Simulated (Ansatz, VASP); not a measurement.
**One calculation of LiH, two programs**

The input POSCAR:

```
LiH
1.0
    0.0000000000      2.0378659094      2.2486326808
    2.0378659094      0.0000000000      2.2486326808
    2.0378659094      2.0378659094      0.0000000000
Li H
1 1
Direct
    0.0000000000      0.0000000000      0.0000000000
    0.2500000000      0.2500000000      0.2500000000
```

The input INCAR.step1:

```
SYSTEM = LiH
PREC = Accurate
ENCUT = 520
ISMEAR = 0
SIGMA = 0.01
LREAL = .False.
LASPH = .True.
NELM = 100
NBANDS = 9
GGA = PE
ALGO = Normal
EDIFF = 1E-4
LWAVE = .True.
LCHARG = .False.
```

The input INCAR.step2:

```
SYSTEM = LiH
PREC = Accurate
ENCUT = 520
EDIFF = 1E-6
ISMEAR = 0
SIGMA = 0.01
LREAL = .False.
LASPH = .True.
NELM = 100
ALGO = Normal
ISIF = 2
LWAVE = .False.
LCHARG = .False.
METAGGA = R2SCAN
LMIXTAU = .True.
NBANDS = 9
ISTART = 1
```

KPOINTS

```
Automatic mesh
0
Gamma
  10 10 10
  0 0 0
```

Input for Ansatz:

```yaml
crystal:
  lattice:
    - [0.0, 2.0378659094, 2.2486326808]
    - [2.0378659094, 0.0, 2.2486326808]
    - [2.0378659094, 2.0378659094, 0.0]
  atoms:
    - { symbol: Li, position: [0.0, 0.0, 0.0] }
    - { symbol: H, position: [0.25, 0.25, 0.25] }
kpoints:
  mp_grid: { grid: [10, 10, 10] }
  band_path:
    path:
      - [0.0, 0.0, 0.0]
      - [-0.5, -0.5, 0.0]
      - [-0.375, -0.375, 0.25]
      - [-0.375, 0.0, 0.375]
      - [0.0, 0.0, 0.5]
      - [-0.5, -0.25, 0.25]
      - [-0.15, -0.075, 0.425]
      - [0.25, -0.25, -0.5]
    npoints: 1
hamiltonian:
  xc: r2scan
scf:
  occupations: { method: fixed }
  n_extra_bands: 4
output:
  forces: true
  stress: true
  eigenvalues: true
```

Change from the starting cell: epitaxial_xy strain -5.0%.

Alike in both runs: task single point; functional r2SCAN; k mesh 10 × 10 × 10; no spin polarisation.

|  | VASP | Ansatz |
| --- | --- | --- |
| version | VASP 6.6.1 | Ansatz 0.2.0 |
| potentials or method | VASP PAW PBE potentials, release 64 (Li_sv, H) | plane waves, PAW |
| plane-wave cutoff (eV) | 520 | 500 |
| occupations | gaussian, width 0.01 eV | fixed |
| valence electrons in the cell | 4 | 4 |

```tsv
	VASP	Ansatz	Ansatz less VASP
gap on the k mesh at the Fermi level (eV)	4.67	4.60	-0.066
```

VASP's potentials were made for PBE, not for r2SCAN.

Noted on VASP's run: the cutoff is short for stress, so the pressure is rough.
